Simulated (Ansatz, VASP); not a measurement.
# Li2Se in VASP and in Ansatz

File INCAR:

```
PREC = Accurate
ENCUT = 750
EDIFF = 1E-6
ISMEAR = 0
SIGMA = 0.05
LREAL = F
LASPH = T
NELM = 120
ALGO = Normal
ISIF = 2
LWAVE = F
LCHARG = F
GGA = PS
NBANDS = 13
GGA_COMPAT = F
```

File KPOINTS:

```
Automatic mesh
0
Gamma
  8 8 8
```

POSCAR

```
Li2Se
1.0
    0.0000000000      2.9325581426      2.9325581426
    2.9325581426      0.0000000000      2.9325581426
    2.9325581426      2.9325581426      0.0000000000
Li Se
2 1
Direct
    0.2500000000      0.2500000000      0.2500000000
    0.7500000000      0.7500000000      0.7500000000
    0.0000000000      0.0000000000      0.0000000000
```

Input for Ansatz:

```yaml
crystal:
  lattice:
    - [0.0, 2.9325581426, 2.9325581426]
    - [2.9325581426, 0.0, 2.9325581426]
    - [2.9325581426, 2.9325581426, 0.0]
  atoms:
    - { symbol: Li, position: [0.25, 0.25, 0.25] }
    - { symbol: Li, position: [0.75, 0.75, 0.75] }
    - { symbol: Se, position: [0.0, 0.0, 0.0] }
basis:
  ecutwfc: 420
  ecutrho_ratio: 4
kpoints:
  mp_grid: { grid: [8, 8, 8] }
hamiltonian:
  xc: pbesol
scf:
  occupations: { method: gaussian, width: 0.05 }
output:
  forces: true
  stress: true
  eigenvalues: true
```

Alike in both runs: task single point; functional PBEsol; k mesh 8 × 8 × 8; occupations gaussian, width 0.05 eV; no spin polarisation.

```csv
,VASP,Ansatz
version,VASP 6.6.1,Ansatz 0.2.0
potentials or method,"VASP PAW PBE potentials, release 64 (Li_sv, Se), cutoff 750 eV","scalar-relativistic, plane waves, PAW"
valence electrons in the cell,12,22
```

|  | VASP | Ansatz | Ansatz less VASP |
| --- | --- | --- | --- |
| gap on the k mesh at the Fermi level (eV) | 2.77 | 2.78 | +0.007 |
| least direct gap on the mesh (eV) | 3.54 | 3.54 | -0.003 |
| pressure (GPa) | 1.6 | 1.5 | -0.03 |

VASP's potentials were made for PBE, not for PBEsol. The functional is the same, so the differences come from potentials, cutoffs and numerics. VASP's potentials hold 12 valence electrons a cell and Ansatz's 22, so a difference there can come from the potentials and not from the codes.
